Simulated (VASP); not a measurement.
## Sc: single point with PBE

The system is Sc.

```
Sc
1.0
    -1.85135    1.85135    1.85135
     1.85135   -1.85135    1.85135
     1.85135    1.85135   -1.85135
Sc
1
Direct
  0.00000 0.00000 0.00000
```

This isn't the form of Sc at room conditions, which is hcp.

| Item | Value |
| --- | --- |
| Program | VASP 6.6.1 |
| Task | single point |
| Functional | PBE |
| Potentials or basis | VASP PAW PBE potentials, release 64 (Sc_sv) |
| Cutoff | 520 eV |
| k mesh | 21 × 21 × 21 |
| Occupations | fermi-dirac, width 0.0612256 eV |
| Spin | no spin polarisation |

| Item | Value |
| --- | --- |
| Pressure | -1.0 GPa |
| Band gap on the k mesh | zero (an odd number of electrons rules out a gap without spin polarisation) |

Levels at points of the mesh, in eV from the Fermi level:
| k point | band 3 | band 4 | band 5 | band 6 | band 7 | band 8 |
| --- | --- | --- | --- | --- | --- | --- |
| (0.00, 0.00, 0.00) | -28.09 | -28.09 | -5.18 | 1.41 | 1.41 | 1.41 |

Wall time 82 s on 1 thread of Oxide Virtual Turin-like Processor, with other jobs on the host, peak memory 0.17 GiB.
